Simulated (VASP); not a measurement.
# Cd (P6_3/mmc) in VASP: notebook, part 2 of 2

VASP 6.6.1.

## 3. Electric field gradients, PBEsol (21.64 Å³/atom)

This run uses another cell than the first one, of 21.64 Å³/atom.

INCAR reads:

```
PREC = Accurate
ENCUT = 520
EDIFF = 1E-8
ISMEAR = -1
SIGMA = 0.03
LREAL = F
LASPH = T
NELM = 60
ALGO = Normal
ISIF = 2
LWAVE = F
LCHARG = F
GGA = PS
LEFG = T
NBANDS = 19
```

KPOINTS reads:

```
regular mesh
0
Gamma
  14 14 6
```

POSCAR reads:

```
Cd
1.0
    2.9285891929      0.0000000000      0.0000000000
   -1.4642945964      2.5362326383      0.0000000000
    0.0000000000      0.0000000000      5.8264700474
Cd
2
Direct
    0.3333333333      0.6666666667      0.2500000000
    0.6666666667      0.3333333333      0.7500000000
```

Potentials or basis: VASP PAW PBE potentials, release 64 (Cd).

Launch:

```
$ cat potpaw_PBE.64/Cd/POTCAR > POTCAR
$ mpirun -np 1 vasp_std > vasp.out
```

OUTCAR:

```text
PREC = Accurate
   ENCUT = 520
   EDIFF = 1E-8
   ISMEAR = -1
   LREAL = F
   LASPH = T
   NELM = 60
   ISIF = 2
   GGA = PS

 ion  position               nearest neighbor table
   1  0.333  0.667  0.250-   2 3.37   2 3.37   2 3.37   2 3.37   2 3.37   2 3.37
   2  0.667  0.333  0.750-   1 3.37   1 3.37   1 3.37   1 3.37   1 3.37   1 3.37

  LATTYP: Found a hexagonal cell.
 ALAT       =     2.9285891929
 C/A-ratio  =     1.9895142895

  Lattice vectors:

 A1 = (   2.9285891929,   0.0000000000,   0.0000000000)
 A2 = (  -1.4642945964,   2.5362326383,   0.0000000000)
 A3 = (   0.0000000000,   0.0000000000,   5.8264700474)

Analysis of symmetry for initial positions (statically):
=====================================================================
 Subroutine PRICEL returns:
 Original cell was already a primitive cell.

 Routine SETGRP: Setting up the symmetry group for a
 hexagonal supercell.

 Subroutine GETGRP returns: Found 24 space group operations
 (whereof 12 operations were pure point group operations)
 out of a pool of 24 trial point group operations.

The static configuration has the point symmetry D_3d.
 The point group associated with its full space group is D_6h.

Analysis of symmetry for dynamics (positions and initial velocities):
=====================================================================
 Subroutine PRICEL returns:
 Original cell was already a primitive cell.

 Routine SETGRP: Setting up the symmetry group for a
 hexagonal supercell.

 Subroutine GETGRP returns: Found 24 space group operations
 (whereof 12 operations were pure point group operations)
 out of a pool of 24 trial point group operations.
[... 158 lines left out ...]
  band No.  band energies     occupation
      1      -7.1633      2.00000
      2      -6.9692      2.00000
      3      -6.4665      2.00000
      4      -6.4665      2.00000
      5      -6.4277      2.00000
      6      -6.4277      2.00000
[... 505 lines left out ...]
      6      -6.1996      2.00000
[... 11 lines left out ...]
     18       8.6394      0.00000
     19      10.7670      0.00000

 [... further k-points ...]

------------------------ aborting loop because EDIFF is reached ----------------------------------------

  FORCE on cell =-STRESS in cart. coord.  units (eV):
  Direction    XX          YY          ZZ          XY          YZ          ZX
  --------------------------------------------------------------------------------------
  -------------------------------------------------------------------------------------
  Total        0.0428661      0.0428661     -0.2682740      0.0000000     -0.0000000      0.0000000
  in kB        1.5869788      1.5869788     -9.9319852      0.0000000     -0.0000000      0.0000000
  external PRESSURE =      -2.2526759 kB  Pullay stress =       0.0000000 kB

 VOLUME and BASIS-vectors are now :
 -----------------------------------------------------------------------------
  energy-cutoff  :      520.00
  volume of cell :       43.28
      direct lattice vectors                 reciprocal lattice vectors
     2.928589193  0.000000000  0.000000000     0.341461343  0.197142799  0.000000000
    -1.464294596  2.536232638  0.000000000     0.000000000  0.394285597  0.000000000
     0.000000000  0.000000000  5.826470047     0.000000000  0.000000000  0.171630506

 POSITION                                       TOTAL-FORCE (eV/Angst)
 -----------------------------------------------------------------------------------
     -0.00000      1.69082      1.45662         0.000000     -0.000000      0.000000
      1.46429      0.84541      4.36985        -0.000000      0.000000      0.000000
 -----------------------------------------------------------------------------------
    total drift:                               -0.000000      0.000000     -0.000000

  FREE ENERGIE OF THE ION-ELECTRON SYSTEM (eV)
  ---------------------------------------------------
  free  energy   TOTEN  =        -2.3809116135 eV

  energy  without entropy=       -2.3788385856  energy(sigma->0) =       -2.37987510

 Electric field gradients (V/A^2)
---------------------------------------------------------------------
 ion       V_xx      V_yy      V_zz      V_xy      V_xz      V_yz
---------------------------------------------------------------------
   1     -52.728   -52.727   105.455     0.001     0.000    -0.000
   2     -52.728   -52.727   105.455     0.001    -0.000     0.000
---------------------------------------------------------------------

 Electric field gradients after diagonalization (V/A^2)
 (convention: |V_zz| > |V_xx| > |V_yy|)
----------------------------------------------------------------------
 ion       V_xx      V_yy      V_zz     asymmetry (V_yy - V_xx)/ V_zz
----------------------------------------------------------------------
   1     -52.729   -52.726   105.455       0.000
   2     -52.729   -52.726   105.455       0.000
----------------------------------------------------------------------

           NMR quadrupolar parameters

 Cq : quadrupolar parameter    Cq=e*Q*V_zz/h
 eta: asymmetry parameters     (V_yy - V_xx)/ V_zz
 Q  : nuclear electric quadrupole moment in mb (millibarn)
----------------------------------------------------------------------
 ion       Cq(MHz)       eta       Q (mb)
----------------------------------------------------------------------
   1       0.255       0.000       1.000
   2       0.255       0.000       1.000
----------------------------------------------------------------------
```

OSZICAR:

```text
N       E                     dE             d eps       ncg     rms          rms(c)
DAV:   1     0.176849791906E+03    0.17685E+03   -0.13183E+04  3648   0.128E+03
DAV:   2     0.155185294782E+01   -0.17530E+03   -0.16840E+03  3774   0.334E+02
DAV:   3    -0.255391709066E+01   -0.41058E+01   -0.40974E+01  4180   0.587E+01
DAV:   4    -0.256134579702E+01   -0.74287E-02   -0.74282E-02  4054   0.235E+00
DAV:   5    -0.256136887207E+01   -0.23075E-04   -0.23075E-04  3995   0.127E-01    0.449E+00
DAV:   6    -0.239455431225E+01    0.16681E+00   -0.38993E-01  3983   0.763E+00    0.356E+00
DAV:   7    -0.238270048247E+01    0.11854E-01   -0.30462E-02  4004   0.161E+00    0.192E+00
DAV:   8    -0.238087281593E+01    0.18277E-02   -0.34888E-03  3863   0.710E-01    0.928E-02
DAV:   9    -0.238088949143E+01   -0.16675E-04   -0.39040E-05  4052   0.648E-02    0.432E-02
DAV:  10    -0.238091186492E+01   -0.22373E-04   -0.17297E-05  3926   0.441E-02    0.399E-03
DAV:  11    -0.238091174023E+01    0.12469E-06   -0.10418E-07  4056   0.300E-03    0.185E-03
DAV:  12    -0.238091159726E+01    0.14297E-06   -0.14469E-08  3173   0.939E-04    0.830E-04
DAV:  13    -0.238091161413E+01   -0.16875E-07   -0.77775E-10  2019   0.311E-04    0.269E-04
DAV:  14    -0.238091161354E+01    0.59299E-09   -0.60074E-11  1995   0.710E-05
   1 F= -.23809116E+01 E0= -.23798751E+01  d E =-.207303E-02
```

It took 28 s on 1 thread of Intel Xeon 6975P-C (Granite Rapids), shared host; peak memory 0.2 GiB.

What came out:

```
Free energy                             : -2.3809 eV
Pressure                                : -0.2 GPa
Band gap on the k mesh                  : zero (bands 12 and 13 overlap by 4.86 eV)
Largest electric field gradient by atom : Cd +105.5 V/Å²
```

Electric field gradients, principal values (V/Å²):
```csv
atom,least,middle,greatest (by size)
1 Cd,-52.726,-52.729,105.455
2 Cd,-52.726,-52.729,105.455
```

Caveat: without QUAD_EFG the Cq values of the log hold for a quadrupole moment of 1 mb, not for the nuclei; the PAW data sets were made with another functional, which shifts forces and pressure a little.

## 4. Electric field gradients, PBEsol

This run uses another cell than the first one, of 22.31 Å³/atom.

INCAR reads:

```
SYSTEM = Cd
ALGO     = Normal         ! electronic algorithm
EDIFF    = 1E-8           ! SCF threshold, eV
ENCUT    = 520            ! plane-wave cutoff, eV
GGA      = PS             ! functional
ISIF     = 2              ! what is computed and relaxed
ISMEAR   = -1             ! smearing method
LASPH    = .TRUE.         ! aspherical terms in the spheres
LCHARG   = .FALSE.        ! write CHGCAR
LEFG     = .TRUE.       
LREAL    = .FALSE.        ! projectors in reciprocal space
LWAVE    = .FALSE.        ! write WAVECAR
NBANDS   = 19             ! bands
NELM     = 100            ! most SCF steps
PREC     = Accurate       ! precision mode
SIGMA    = 0.03           ! smearing width, eV
```

KPOINTS reads:

```
k-points
0
G
  14 14 6
  0 0 0
```

POSCAR reads:

```
Cd
1.0
    2.9584748202      0.0000000000      0.0000000000
   -1.4792374101      2.5621143508      0.0000000000
    0.0000000000      0.0000000000      5.8859279300
Cd
2
Direct
    0.3333333333      0.6666666667      0.2500000000
    0.6666666667      0.3333333333      0.7500000000
```

Potentials or basis: VASP PAW PBE potentials, release 64 (Cd).

Launch:

```
$ cat potpaw_PBE.64/Cd/POTCAR > POTCAR
$ mpirun -np 1 vasp_std > vasp.out
```

OUTCAR:

```text
SYSTEM = Cd
   EDIFF = 1E-8
   ENCUT = 520
   GGA = PS
   ISIF = 2
   ISMEAR = -1
   LASPH = .TRUE.
   LREAL = .FALSE.
   NELM = 100
   PREC = Accurate

 ion  position               nearest neighbor table
   1  0.333  0.667  0.250-   2 3.40   2 3.40   2 3.40   2 3.40   2 3.40   2 3.40
   2  0.667  0.333  0.750-   1 3.40   1 3.40   1 3.40   1 3.40   1 3.40   1 3.40

  LATTYP: Found a hexagonal cell.
 ALAT       =     2.9584748202
 C/A-ratio  =     1.9895142895

  Lattice vectors:

 A1 = (   2.9584748202,   0.0000000000,   0.0000000000)
 A2 = (  -1.4792374101,   2.5621143508,   0.0000000000)
[... 743 lines left out ...]
  free  energy   TOTEN  =        -2.3719207749 eV

  energy  without entropy=       -2.3697411190  energy(sigma->0) =       -2.37083095

 Electric field gradients (V/A^2)
---------------------------------------------------------------------
 ion       V_xx      V_yy      V_zz      V_xy      V_xz      V_yz
---------------------------------------------------------------------
   1     -50.338   -50.336   100.674     0.001     0.000    -0.000
   2     -50.338   -50.336   100.674     0.001    -0.000     0.000
---------------------------------------------------------------------

 Electric field gradients after diagonalization (V/A^2)
 (convention: |V_zz| > |V_xx| > |V_yy|)
----------------------------------------------------------------------
 ion       V_xx      V_yy      V_zz     asymmetry (V_yy - V_xx)/ V_zz
----------------------------------------------------------------------
   1     -50.338   -50.335   100.674       0.000
   2     -50.338   -50.335   100.674       0.000
----------------------------------------------------------------------

           NMR quadrupolar parameters

 Cq : quadrupolar parameter    Cq=e*Q*V_zz/h
 eta: asymmetry parameters     (V_yy - V_xx)/ V_zz
 Q  : nuclear electric quadrupole moment in mb (millibarn)
----------------------------------------------------------------------
 ion       Cq(MHz)       eta       Q (mb)
----------------------------------------------------------------------
   1       0.243       0.000       1.000
   2       0.243       0.000       1.000
----------------------------------------------------------------------
```

OSZICAR:

```text
N       E                     dE             d eps       ncg     rms          rms(c)
DAV:   1     0.174964253446E+03    0.17496E+03   -0.13075E+04  3648   0.127E+03
DAV:   2     0.148618211674E+01   -0.17348E+03   -0.16747E+03  3786   0.332E+02
DAV:   3    -0.253492146827E+01   -0.40211E+01   -0.40126E+01  4217   0.578E+01
DAV:   4    -0.254202644718E+01   -0.71050E-02   -0.71039E-02  4045   0.228E+00
DAV:   5    -0.254204885162E+01   -0.22404E-04   -0.22404E-04  4014   0.123E-01    0.413E+00
DAV:   6    -0.238430258429E+01    0.15775E+00   -0.37624E-01  3990   0.737E+00    0.334E+00
DAV:   7    -0.237359967671E+01    0.10703E-01   -0.27864E-02  4037   0.150E+00    0.186E+00
DAV:   8    -0.237187930770E+01    0.17204E-02   -0.33265E-03  3868   0.685E-01    0.860E-02
DAV:   9    -0.237189807836E+01   -0.18771E-04   -0.43348E-05  4057   0.665E-02    0.416E-02
DAV:  10    -0.237192103975E+01   -0.22961E-04   -0.18413E-05  3921   0.456E-02    0.358E-03
DAV:  11    -0.237192089487E+01    0.14487E-06   -0.93698E-08  4029   0.279E-03    0.179E-03
DAV:  12    -0.237192075961E+01    0.13526E-06   -0.16240E-08  3181   0.974E-04    0.730E-04
DAV:  13    -0.237192077504E+01   -0.15433E-07   -0.73430E-10  2010   0.299E-04    0.262E-04
DAV:  14    -0.237192077495E+01    0.98225E-10   -0.77299E-11  1959   0.809E-05
   1 F= -.23719208E+01 E0= -.23708309E+01  d E =-.217966E-02
```

stdout:

```text
POSCAR found type information on POSCAR Cd
 POSCAR found :  1 types and       2 ions
 scaLAPACK will be used
 -----------------------------------------------------------------------------
|                                                                             |
|                                                                             |
|     You enforced a specific xc type in the INCAR file but a different       |
|     I HOPE YOU KNOW WHAT YOU ARE DOING!                                     |
|                                                                             |
 -----------------------------------------------------------------------------

 LDA part: xc-table for (Slater+PW92), standard interpolation
 POSCAR, INCAR and KPOINTS ok, starting setup
 FFT: planning ... GRIDC
 FFT: planning ... GRID_SOFT
 FFT: planning ... GRID
 WAVECAR not read
 entering main loop
ion   1

ion   2
```

Run time: 27 s. Hardware: 1 thread of Intel Xeon 6975P-C (Granite Rapids), shared host; peak memory 0.21 GiB.

Results:

| Quantity | Value |
| --- | --- |
| Free energy | -2.3719 eV |
| Pressure | -1.9 GPa |
| Band gap on the k mesh | zero (bands 12 and 13 overlap by 4.67 eV) |
| Largest electric field gradient by atom | Cd +100.7 V/Å² |

Electric field gradients, principal values (V/Å²):
```csv
atom,least,middle,greatest (by size)
1 Cd,-50.335,-50.338,100.674
2 Cd,-50.335,-50.338,100.674
```

Caveat: without QUAD_EFG the Cq values of the log hold for a quadrupole moment of 1 mb, not for the nuclei; the PAW data sets were made with another functional, which shifts forces and pressure a little.

## 5. The runs side by side

| cell | gap on the mesh (eV) | pressure (GPa) |
| --- | --- | --- |
| a = 2.899, b = 2.899, c = 5.767 Å, angles 90.0, 90.0, 120.0°, 2 atoms | none | 1.8 |
| a = 2.929, b = 2.929, c = 5.826 Å, angles 90.0, 90.0, 120.0°, 2 atoms | none | -0.2 |
| a = 2.958, b = 2.958, c = 5.886 Å, angles 90.0, 90.0, 120.0°, 2 atoms | none | -1.9 |

Alike in all rows: task electric field gradients; level PBEsol; potentials or basis VASP PAW PBE potentials, release 64 (Cd); no spin polarisation; k mesh 14 × 14 × 6; cutoff (eV) 520; smearing fermi-dirac 0.03 eV.

Caveats: the PAW data sets were made with another functional, which shifts forces and pressure a little.

Total energies depend on the potentials used, so only differences within one code and one set of settings carry meaning.
